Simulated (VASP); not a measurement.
A run of VASP 6.6.1 is set up as follows.

The input INCAR:

```
SYSTEM = BiO
PREC = Accurate
ENCUT = 600
EDIFF = 1E-6
ISMEAR = 0
SIGMA = 0.1
LREAL = .False.
LASPH = .True.
NELM = 100
ALGO = Normal
ISIF = 3
LWAVE = .False.
LCHARG = .False.
GGA = PE
IBRION = 2
NSW = 100
EDIFFG = -0.01
```

Contents of KPOINTS:

```
regular mesh
0
Gamma
  12 12 10
  0 0 0
```

File POSCAR:

```
BiO
1.0
    4.0833828220      0.0000000000      0.0000000000
    0.0000000000      4.0833828220      0.0000000000
    0.0000000000      0.0000000000      4.7853628980
Bi O
2 2
Direct
    0.5000000000      0.0000000000      0.7440380324
    0.0000000000      0.5000000000      0.2559619676
    0.0000000000      0.0000000000      0.0000000000
    0.5000000000      0.5000000000      0.0000000000
```

Potentials or basis: VASP PAW PBE potentials, release 64 (Bi_d, O).

The run is started by

```sh
$ cat potpaw_PBE.64/Bi_d/POTCAR potpaw_PBE.64/O/POTCAR > POTCAR
$ mpirun -np 1 vasp_std > vasp.out
```

(1) What does it give for the relaxed volume?

(2) What does it give for the space group after relaxing (to 0.1 Å)?

(3) Estimate the relaxed cell.

(4) What does it give for the band gap on the k mesh?

## Answers

(1) 20.51 Å³/atom.

(2) P4/nmm (No. 129).

(3) a = 4.152 Å, b = 4.152 Å, c = 4.759 Å, α = 90.00°, β = 90.00°, γ = 90.00°.

(4) zero (bands 21 and 22 overlap by 2.69 eV).

Caveat: the cell differs from its parent crystal (atoms taken out); spin-orbit coupling is left out, which moves the levels of the heavy elements.
